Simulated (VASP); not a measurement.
# Ge (I4_1/amd) in VASP: notebook

The runs below take Ge through single point, with r2SCAN.

Program: VASP 6.6.1. These are calculated values, not measurements. Logs are shortened: lines on timing, memory, paths and dates and some standing lists are left out, and cuts for length are marked.

**1. The cell of the first run**

Symmetry: I4_1/amd, No. 141, tetragonal system. Conventional cell: a = 4.346 Å, b = 4.346 Å, c = 4.794 Å, α = 90.00°, β = 90.00°, γ = 90.00°. Ge (site symmetry -4m2) has 4 Ge at 2.48 Å within 3.3 Å.

**2. Single point, r2SCAN**

POSCAR

```
Ge
1.0
    0.0000000000      3.0730250701      2.3969595547
    3.0730250701      0.0000000000      2.3969595547
    3.0730250701      3.0730250701      0.0000000000
Ge
2
Direct
    0.5000000000      0.5000000000      0.5000000000
    0.7500000000      0.7500000000      0.7500000000
```

INCAR.step1

```
PREC = Accurate
ENCUT = 520
ISMEAR = 0
SIGMA = 0.05
LREAL = F
LASPH = T
NELM = 100
NBANDS = 21
GGA = PE
ALGO = Normal
EDIFF = 1E-4
LWAVE = T
LCHARG = F
```

INCAR.step2

```
PREC = Accurate
ENCUT = 520
EDIFF = 1E-6
ISMEAR = 0
SIGMA = 0.05
LREAL = F
LASPH = T
NELM = 100
ALGO = Normal
ISIF = 2
LWAVE = F
LCHARG = F
METAGGA = R2SCAN
LMIXTAU = T
NBANDS = 21
ISTART = 1
```

KPOINTS

```
Automatic mesh
0
Gamma
  12 12 12
```

Potentials or basis: VASP PAW PBE potentials, release 64 (Ge_d).

Started as:

```bash
cat potpaw_PBE.64/Ge_d/POTCAR > POTCAR
cp INCAR.step1 INCAR
mpirun -np 1 vasp_std > vasp.out
cp INCAR.step2 INCAR
mpirun -np 1 vasp_std > vasp.out
```

OUTCAR:

```text
PREC = Accurate
   ENCUT = 520
   EDIFF = 1E-6
   ISMEAR = 0
   LREAL = F
   LASPH = T
   NELM = 100
   ISIF = 2
   METAGGA = R2SCAN
   ISTART = 1

 ion  position               nearest neighbor table
   1  0.500  0.500  0.500-   2 2.48   2 2.48   2 2.48   2 2.48
   2  0.750  0.750  0.750-   1 2.48   1 2.48   1 2.48   1 2.48

  LATTYP: Found a body centered tetragonal cell.
 ALAT       =     4.3459137316
 C/A-ratio  =     1.1030865787

  Lattice vectors:

 A1 = (   0.0000000000,  -3.0730250701,  -2.3969595547)
 A2 = (   0.0000000000,   3.0730250701,  -2.3969595547)
 A3 = (   3.0730250701,   0.0000000000,   2.3969595547)

Analysis of symmetry for initial positions (statically):
=====================================================================
 Subroutine PRICEL returns:
 Original cell was already a primitive cell.

 Routine SETGRP: Setting up the symmetry group for a
 body centered tetragonal supercell.

 Subroutine GETGRP returns: Found 16 space group operations
 (whereof  8 operations were pure point group operations)
 out of a pool of 16 trial point group operations.

The static configuration has the point symmetry D_2d.
 The point group associated with its full space group is D_4h.

Analysis of symmetry for dynamics (positions and initial velocities):
=====================================================================
 Subroutine PRICEL returns:
 Original cell was already a primitive cell.

 Routine SETGRP: Setting up the symmetry group for a
 body centered tetragonal supercell.

 Subroutine GETGRP returns: Found 16 space group operations
 (whereof  8 operations were pure point group operations)
 out of a pool of 16 trial point group operations.

The dynamic configuration has the point symmetry D_2d.
 The point group associated with its full space group is D_4h.

 Subroutine INISYM returns: Found 16 space group operations
 (whereof  8 operations are pure point group operations),
 and found     1 'primitive' translations

----------------------------------------------------------------------------------------

                                     Primitive cell

  volume of cell :      45.2713

  direct lattice vectors                    reciprocal lattice vectors
     0.000000000  3.073025070  2.396959555    -0.162706125  0.162706125  0.208597596
     3.073025070  0.000000000  2.396959555     0.162706125 -0.162706125  0.208597596
     3.073025070  3.073025070  0.000000000     0.162706125  0.162706125 -0.208597596

  length of vectors
     3.897293701  3.897293701  4.345913732     0.310579334  0.310579334  0.310579334

  position of ions in fractional coordinates (direct lattice)
     0.500000000  0.500000000  0.500000000
     0.750000000  0.750000000  0.750000000

  ion indices of the primitive-cell ions
   primitive index   ion index
                 1           1
                 2           2

----------------------------------------------------------------------------------------

 KPOINTS: Automatic mesh

Automatic generation of k-mesh.
 Grid dimensions read from file:
 generate k-points for:   12   12   12

 Generating k-lattice:

  Cartesian coordinates                     Fractional coordinates (reciprocal lattice)
    -0.013558844  0.013558844  0.017383133     0.083333333 -0.000000000  0.000000000
     0.013558844 -0.013558844  0.017383133    -0.000000000  0.083333333  0.000000000
     0.013558844  0.013558844 -0.017383133     0.000000000  0.000000000  0.083333333

  Length of vectors
     0.025881611  0.025881611  0.025881611

  Shift w.r.t. Gamma in fractional coordinates (k-lattice)
     0.000000000  0.000000000  0.000000000

 Subroutine IBZKPT returns following result:
 ===========================================

 Found    163 irreducible k-points:

 Following reciprocal coordinates:
            Coordinates               Weight
  0.000000  0.000000  0.000000      1.000000
  0.083333 -0.000000  0.000000      8.000000
  0.166667 -0.000000  0.000000      8.000000
  0.250000 -0.000000  0.000000      8.000000
  0.333333 -0.000000  0.000000      8.000000
  0.416667  0.000000  0.000000      8.000000
[... 16 lines left out ...]
  0.500000  0.166667  0.000000      8.000000
 -0.416667  0.166667  0.000000      8.000000
 [... further k-points ...]
   k-points           NKPTS =    163   k-points in BZ     NKDIM =    163   number of bands    NBANDS=     21
   number of dos      NEDOS =    301   number of ions     NIONS =      2
   total plane-waves  NPLWV =  28800
   dimension x,y,z NGX =    30 NGY =   30 NGZ =   32
   dimension x,y,z NGXF=    60 NGYF=   60 NGZF=   64
   ions per type =               2
   NGX,Y,Z   is equivalent  to a cutoff of  12.80, 12.80, 12.24 a.u.
   NGXF,Y,Z  is equivalent  to a cutoff of  25.59, 25.59, 24.48 a.u.
 SYSTEM =  unknown system
   PREC   = accura    normal or accurate (medium, high low for compatibility)
   ISTART =      1    job   : 0-new  1-cont  2-samecut
   ICHARG =      0    charge: 1-file 2-atom 10-const
   ISPIN  =      1    spin polarized calculation?
   LNONCOLLINEAR =      F non collinear calculations
   LSORBIT =      F    spin-orbit coupling
   LASPH  =      T    aspherical Exc in radial PAW
   ENCUT  =  520.0 eV  38.22 Ry    6.18 a.u.   7.25  7.25  8.08*2*pi/ulx,y,z
   NELM   =    100;   NELMIN=  2; NELMDL=  0     # of ELM steps
   EDIFF  = 0.1E-05   stopping-criterion for ELM
   LREAL  =      F    real-space projection
[... 7 lines left out ...]
   TEBEG  =    0.0;   TEEND  =   0.0 temperature during run
   PSTRESS=    0.0 pullay stress
   NELECT =      28.0000    total number of electrons
   NUPDOWN=      -1.0000    fix difference up-down
   EMIN   =  10.00;   EMAX   =-10.00  energy-range for DOS
   EFERMI =   0.00;   METHOD = LEGACY
   ISMEAR =     0;   SIGMA  =   0.05  broadening in eV -4-tet -1-fermi 0-gaus
   EFERMI_NEDOS =   21; number of points for ismear=-14 and -15
   IALGO  =     38    algorithm
   IMIX   =      4    mixing-type and parameters
     AMIX     =   0.40;   BMIX     =  1.00
     AMIX_MAG =   1.60;   BMIX_MAG =  1.00
  volume/ion in A,a.u.               =      22.64       152.75
  Fermi-wavevector in a.u.,A,eV,Ry     =   1.394825  2.635838 26.470653  1.945538
  Thomas-Fermi vector in A             =   2.518337
   LORBIT       =      0    0 simple, 1 ext, 2 COOP (PROOUT), +10 PAW based schemes
   METAGGA = R2SCAN    functional components
   LHFCALC =     F    Hartree Fock is set to
   AEXX    =    0.0000 exact exchange contribution
   IVDW    =     0    specifies the selected vdW correction
   LEPSILON=     F    determine dielectric tensor
   LRPA    =     F    only Hartree local field effects (RPA)
 non-spin polarized calculation
 Gauss-broadening in eV      SIGMA  =   0.05
  energy-cutoff  :      520.00
  volume of cell :       45.27
 maximum number of plane-waves:      1246
 NGX is ok and might be reduce to    30
   NGX = 15   NGY = 15   NGZ = 17

 number of electron      27.9999997 magnetization

 Free energy of the ion-electron system (eV)
  ---------------------------------------------------
  ext. energy  EPLUGINS =         0.00000000
  ---------------------------------------------------
  free energy    TOTEN  =       -27.42426151 eV

  energy without entropy =      -27.42381696  energy(sigma->0) =      -27.42403924

 E-fermi :   4.6659     XC(G=0): -10.8843

 val. band max:        4.6411409498   @ k =  -0.1667   0.0000   0.0833
 cond. band min:       4.6680414825   @ k =   0.4167   0.3333   0.0833
 fundamental gap:      0.0269005327
 Fermi energy:         4.6658758210

 k-point     1 :       0.0000    0.0000    0.0000
  band No.  band energies     occupation
      1     -20.7478      2.00000
      2     -20.6803      2.00000
      3     -20.6798      2.00000
      4     -20.6798      2.00000
      5     -20.6505      2.00000
      6     -20.5128      2.00000
[... 13 lines left out ...]
     20      12.5042      0.00000
     21      14.7012      0.00000

 k-point     2 :       0.0833   -0.0000    0.0000
  band No.  band energies     occupation
      1     -20.7478      2.00000
      2     -20.6883      2.00000
      3     -20.6865      2.00000
      4     -20.6688      2.00000
      5     -20.6427      2.00000
      6     -20.5262      2.00000
[... 13 lines left out ...]
     20      12.6048      0.00000
     21      13.8931      0.00000

 k-point     3 :       0.1667   -0.0000    0.0000
  band No.  band energies     occupation
      1     -20.7483      2.00000
      2     -20.6966      2.00000
      3     -20.6928      2.00000
      4     -20.6560      2.00000
      5     -20.6293      2.00000
      6     -20.5407      2.00000
[... 13 lines left out ...]
     20      12.9597      0.00000
     21      14.2424      0.00000

 k-point     4 :       0.2500   -0.0000    0.0000
  band No.  band energies     occupation
      1     -20.7500      2.00000
      2     -20.7035      2.00000
      3     -20.6939      2.00000
      4     -20.6443      2.00000
      5     -20.6174      2.00000
      6     -20.5524      2.00000
[... 13 lines left out ...]
     20      13.5578      0.00000
     21      15.5156      0.00000

 k-point     5 :       0.3333   -0.0000    0.0000
  band No.  band energies     occupation
      1     -20.7527      2.00000
      2     -20.7066      2.00000
      3     -20.6926      2.00000
      4     -20.6359      2.00000
      5     -20.6091      2.00000
      6     -20.5606      2.00000
[... 13 lines left out ...]
     20      15.0277      0.00000
     21      16.1378      0.00000
[... 382 lines left out ...]
     20      15.2718      0.00000
     21      16.4669      0.00000

 k-point    22 :       0.4167    0.1667    0.0000
  band No.  band energies     occupation
      1     -20.7364      2.00000
      2     -20.6883      2.00000
      3     -20.6831      2.00000
      4     -20.6250      2.00000
      5     -20.6117      2.00000
      6     -20.5571      2.00000
[... 13 lines left out ...]
     20      16.6986      0.00000
     21      17.0683      0.00000

 k-point    23 :       0.5000    0.1667    0.0000
  band No.  band energies     occupation
      1     -20.7480      2.00000
      2     -20.6914      2.00000
      3     -20.6840      2.00000
      4     -20.6151      2.00000
      5     -20.6058      2.00000
      6     -20.5645      2.00000
[... 13 lines left out ...]
     20      17.2364      0.00000
     21      17.7702      0.00000

 k-point    24 :      -0.4167    0.1667    0.0000
  band No.  band energies     occupation
      1     -20.7572      2.00000
      2     -20.6954      2.00000
      3     -20.6900      2.00000
      4     -20.6081      2.00000
      5     -20.6024      2.00000
      6     -20.5686      2.00000
[... 13 lines left out ...]
     20      15.8588      0.00000
     21      16.6528      0.00000

 [... further k-points ...]

------------------------ aborting loop because EDIFF is reached ----------------------------------------

  FORCE on cell =-STRESS in cart. coord.  units (eV):
  Direction    XX          YY          ZZ          XY          YZ          ZX
  --------------------------------------------------------------------------------------
  -------------------------------------------------------------------------------------
  Total       -1.0450277     -1.0450277      1.7578882      0.0000000      0.0000000      0.0000000
  in kB      -36.9841355    -36.9841355     62.2126823      0.0000000      0.0000000      0.0000000
  external PRESSURE =      -3.9185296 kB  Pullay stress =       0.0000000 kB

 VOLUME and BASIS-vectors are now :
 -----------------------------------------------------------------------------
  energy-cutoff  :      520.00
  volume of cell :       45.27
      direct lattice vectors                 reciprocal lattice vectors
     0.000000000  3.073025070  2.396959555    -0.162706125  0.162706125  0.208597596
     3.073025070  0.000000000  2.396959555     0.162706125 -0.162706125  0.208597596
     3.073025070  3.073025070  0.000000000     0.162706125  0.162706125 -0.208597596

 POSITION                                       TOTAL-FORCE (eV/Angst)
 -----------------------------------------------------------------------------------
      3.07303      3.07303      2.39696         0.000000      0.000000      0.000000
      4.60954      4.60954      3.59544        -0.000000     -0.000000     -0.000000
 -----------------------------------------------------------------------------------
    total drift:                                0.000000     -0.000000     -0.000000

  FREE ENERGIE OF THE ION-ELECTRON SYSTEM (eV)
  ---------------------------------------------------
  free  energy   TOTEN  =       -27.4242615134 eV

  energy  without entropy=      -27.4238169591  energy(sigma->0) =      -27.42403924
```

Wall time 3.7 min (1 thread of Intel Xeon 6975P-C (Granite Rapids), shared host); peak memory 0.26 GiB.

Results:

* Free energy: -27.4243 eV
* Pressure: -0.4 GPa
* Band gap on the k mesh: zero (bands 14 and 15 overlap by 1.25 eV)

Caveat: the stress differs along the axes, from -4 to 6 GPa; the PAW data sets were made with another functional, which shifts forces and pressure a little.

[end of part 1 of 2]

The gap in the log of VASP goes by the Fermi energy; the results here count the filled bands.